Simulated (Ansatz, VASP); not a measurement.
Two plane-wave programs on MgZn3O4

Contents of POSCAR:

```
MgZn3O4
1.0
    4.5397671971      0.0000000000      0.0000000000
    0.0000000000      4.5397671971      0.0000000000
    0.0000000000      0.0000000000      4.5397671971
Mg Zn O
1 3 4
Direct
    0.0000000000      0.0000000000      0.0000000000
    0.0000000000      0.5000000000      0.5000000000
    0.5000000000      0.0000000000      0.5000000000
    0.5000000000      0.5000000000      0.0000000000
    0.2487269133      0.2487269133      0.2487269133
    0.7512730867      0.7512730867      0.2487269133
    0.2487269133      0.7512730867      0.7512730867
    0.7512730867      0.2487269133      0.7512730867
```

The input INCAR.step1:

```
PREC = Accurate
ENCUT = 520
ISMEAR = -1
SIGMA = 0.03
LREAL = False
LASPH = True
NELM = 60
NBANDS = 41
GGA = PE
ALGO = Normal
EDIFF = 1E-4
LWAVE = True
LCHARG = False
```

File INCAR.step2:

```
PREC = Accurate
ENCUT = 520
EDIFF = 1E-6
ISMEAR = -1
SIGMA = 0.03
LREAL = False
LASPH = True
NELM = 60
ALGO = Normal
ISIF = 2
LWAVE = False
LCHARG = False
METAGGA = R2SCAN
LMIXTAU = True
LUSE_VDW = True
IVDW_NL = 2
BPARAM = 11.95
CPARAM = 0.0093
NBANDS = 41
ISTART = 1
```

The input KPOINTS:

```
Automatic mesh
0
Gamma
  6 6 6
```

Input for Ansatz:

```yaml
crystal:
  lattice:
    - [4.5397671971, 0.0, 0.0]
    - [0.0, 4.5397671971, 0.0]
    - [0.0, 0.0, 4.5397671971]
  atoms:
    - { symbol: Mg, position: [0.0, 0.0, 0.0] }
    - { symbol: Zn, position: [0.0, 0.5, 0.5] }
    - { symbol: Zn, position: [0.5, 0.0, 0.5] }
    - { symbol: Zn, position: [0.5, 0.5, 0.0] }
    - { symbol: O, position: [0.2487269133, 0.2487269133, 0.2487269133] }
    - { symbol: O, position: [0.7512730867, 0.7512730867, 0.2487269133] }
    - { symbol: O, position: [0.2487269133, 0.7512730867, 0.7512730867] }
    - { symbol: O, position: [0.7512730867, 0.2487269133, 0.7512730867] }
kpoints:
  mp_grid: { grid: [6, 6, 6] }
  band_path:
    path: [[0.0, 0.0, 0.0], [0.0, 0.5, 0.0], [0.5, 0.5, 0.0], [0.5, 0.5, 0.5]]
    npoints: 1
hamiltonian:
  xc: r2scan
  dispersion: rvv10
scf:
  occupations: { method: fermi_dirac, width: 0.03 }
  n_extra_bands: 6
output:
  forces: true
  stress: true
  eigenvalues: true
```

Alike in both runs: task single point; functional r2SCAN; dispersion rVV10; k mesh 6 × 6 × 6; occupations fermi-dirac, width 0.03 eV; no spin polarisation.

```csv
,VASP,Ansatz
version,VASP 6.6.1,Ansatz 0.2.0
potentials or method,"VASP PAW PBE potentials, release 64 (Mg, Zn, O)","plane waves, PAW"
plane-wave cutoff (eV),520,500
valence electrons in the cell,62,70
```

Ansatz gave:

```
gap on the k mesh at the Fermi level (eV) : 1.79
pressure (GPa)                            : 0.0
rms of the force components (eV/Å)        : 0.000
```

Task: What did VASP give for the same quantities?

Result: gap on the k mesh at the Fermi level (eV): 1.79; pressure (GPa): 0.7; rms of the force components (eV/Å): 0.033.

VASP's potentials were made for PBE, not for r2SCAN. Atom by atom the forces differ by 0.032 eV/Å (rms over components). VASP's potentials hold 62 valence electrons a cell and Ansatz's 70, so a difference there can come from the potentials and not from the codes.
